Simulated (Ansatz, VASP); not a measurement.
## One calculation of TiCo3, two programs

```xyz
4
Lattice="3.6140 0.0000 0.0000 0.0000 3.6140 0.0000 0.0000 0.0000 3.6140" Properties=species:S:1:pos:R:3 pbc="T T T"
Ti    0.0000    0.0000    0.0000
Co    0.0000    1.8070    1.8070
Co    1.8070    0.0000    1.8070
Co    1.8070    1.8070    0.0000
```

Alike in both runs: task single point; functional r2SCAN; k mesh 6 × 6 × 6; occupations gaussian, width 0.2 eV; collinear spin.

```csv
,VASP,Ansatz
version,VASP 6.6.1,Ansatz 0.2.0
potentials or method,"VASP PAW PBE potentials, release 64 (Ti_sv, Co), cutoff 520 eV","scalar-relativistic, plane waves, PAW"
valence electrons in the cell,39,63
```

|  | VASP | Ansatz | Ansatz less VASP |
| --- | --- | --- | --- |
| gap on the k mesh at the Fermi level (eV) | none | none | - |
| pressure (GPa) | -4.2 | -4.6 | -0.38 |
| net moment per atom (μB) | 0.69 | 0.69 | 0.000 |
| size of the moment on the site where the two differ most (μB) | 0.75 | 0.69 | -0.059 |

VASP's potentials were made for PBE, not for r2SCAN. Site moments also hang on the region over which each program counts them. A gap of «none» marks a metal or a gap that the smearing closes. VASP's potentials hold 39 valence electrons a cell and Ansatz's 63, so a difference there can come from the potentials and not from the codes. Ansatz's warnings: stability check not made.
